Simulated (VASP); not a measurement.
Write the native input for VASP 6.6.1 that does the following.

```yaml
Task: single point
Functional: PBE
Potentials_or_basis: VASP PAW PBE potentials, release 64 (Al, N)
Cutoff: 520 eV
k_mesh: 10 × 10 × 10
Occupations: fermi-dirac, width 0.02 eV
Spin: no spin polarisation
Dipole_correction: no
Further_INCAR_settings: ALGO = Normal; EDIFF = 1e-07; NBANDS = 11
```

The structure of AlN lies in POSCAR:

```
AlN
1.0
    0.0000000000      2.2722714690      2.0830640326
    2.2722714690      0.0000000000      2.0830640326
    2.2722714690      2.2722714690      0.0000000000
Al N
1 1
Direct
    0.0000000000      0.0000000000      0.0000000000
    0.2500000000      0.2500000000      0.2500000000
```

This cell differs from its parent crystal: epitaxial xy strain +4.0%.

The input as run:

INCAR

```
SYSTEM = AlN
PREC     = Accurate       ! precision mode
ENCUT    = 520            ! plane-wave cutoff, eV
EDIFF    = 1E-7           ! SCF threshold, eV
ISMEAR   = -1             ! smearing method
SIGMA    = 0.02           ! smearing width, eV
LREAL    = .FALSE.        ! projectors in reciprocal space
LASPH    = .TRUE.         ! aspherical terms in the spheres
NELM     = 100            ! most SCF steps
ALGO     = Normal         ! electronic algorithm
ISIF     = 2              ! what is computed and relaxed
LWAVE    = .FALSE.        ! write WAVECAR
LCHARG   = .FALSE.        ! write CHGCAR
GGA      = PE             ! functional
NBANDS   = 11             ! bands
```

KPOINTS

```
Automatic mesh
0
G
  10 10 10
  0 0 0
```

Potentials or basis: VASP PAW PBE potentials, release 64 (Al, N).

The run is started by

```console
$ cat potpaw_PBE.64/Al/POTCAR potpaw_PBE.64/N/POTCAR > POTCAR
$ mpirun -np 1 vasp_std > vasp.out
```

It gave:

The pressure is -2.4 GPa. The band gap on the k mesh is 2.91 eV (least direct gap 3.67 eV).

Caveat: the cell differs from its parent crystal (epitaxial xy strain +4.0%).

It took 6 s on 1 thread of Intel(R) Xeon(R) 6975P-C (Granite Rapids), on a shared host, peak memory 0.15 GiB.
